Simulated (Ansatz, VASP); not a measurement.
## WS2: VASP beside Ansatz

File INCAR:

```
SYSTEM = WS2
PREC = Accurate
ENCUT = 520
EDIFF = 1E-6
ISMEAR = 0
SIGMA = 0.05
LREAL = .FALSE.
LASPH = .TRUE.
NELM = 60
ALGO = Normal
ISIF = 2
LWAVE = .FALSE.
LCHARG = .TRUE.
GGA = PS
LELF = .TRUE.
LVHAR = .TRUE.
NBANDS = 35
```

Contents of KPOINTS:

```
regular mesh
0
G
  12 12 4
  0 0 0
```

Contents of POSCAR:

```
WS2
1.0
    3.1799996605      0.0000000000      0.0000000000
   -1.5899998303      2.7539604900      0.0000000000
    0.0000000000      0.0000000000     12.5000000000
W S
2 4
Direct
    0.3333333333      0.6666666667      0.2500000000
    0.6666666667      0.3333333333      0.7500000000
    0.3333333333      0.6666666667      0.6200000000
    0.6666666667      0.3333333333      0.1200000000
    0.3333333333      0.6666666667      0.8800000000
    0.6666666667      0.3333333333      0.3800000000
```

Input for Ansatz:

```yaml
crystal:
  lattice:
    - [3.1799996605, 0.0, 0.0]
    - [-1.5899998303, 2.75396049, 0.0]
    - [0.0, 0.0, 12.5]
  atoms:
    - { symbol: W, position: [0.3333333333, 0.6666666667, 0.25] }
    - { symbol: W, position: [0.6666666667, 0.3333333333, 0.75] }
    - { symbol: S, position: [0.3333333333, 0.6666666667, 0.62] }
    - { symbol: S, position: [0.6666666667, 0.3333333333, 0.12] }
    - { symbol: S, position: [0.3333333333, 0.6666666667, 0.88] }
    - { symbol: S, position: [0.6666666667, 0.3333333333, 0.38] }
basis:
  ecutwfc: 420
kpoints:
  mp_grid: { grid: [12, 12, 4] }
hamiltonian:
  xc: pbesol
scf:
  occupations: { method: gaussian, width: 0.05 }
output:
  forces: true
  stress: true
  eigenvalues: true
```

Alike in both runs: task single point; functional PBEsol; k mesh 12 × 12 × 4; occupations gaussian, width 0.05 eV; no spin polarisation.

```csv
,VASP,Ansatz
version,VASP 6.6.1,Ansatz 0.2.0
potentials or method,"VASP PAW PBE potentials, release 64 (W_sv, S), cutoff 520 eV","scalar-relativistic, plane waves, PAW"
valence electrons in the cell,52,52
```

|  | VASP | Ansatz | Ansatz less VASP |
| --- | --- | --- | --- |
| gap on the k mesh at the Fermi level (eV) | 0.97 | 0.95 | -0.015 |
| least direct gap on the mesh (eV) | 1.86 | 1.85 | -0.003 |
| pressure (GPa) | -8.6 | -8.6 | -0.10 |
| traceless stress, the component that is largest in VASP (GPa) | -2.98 | -3.01 | -0.032 |
| rms of the force components (eV/Å) | 0.606 | 0.614 | +0.0080 |

VASP's potentials were made for PBE, not for PBEsol. Atom by atom the forces differ by 0.008 eV/Å (rms over components). The functional is the same, so the differences come from potentials, cutoffs and numerics.

Spin-orbit coupling is off throughout.
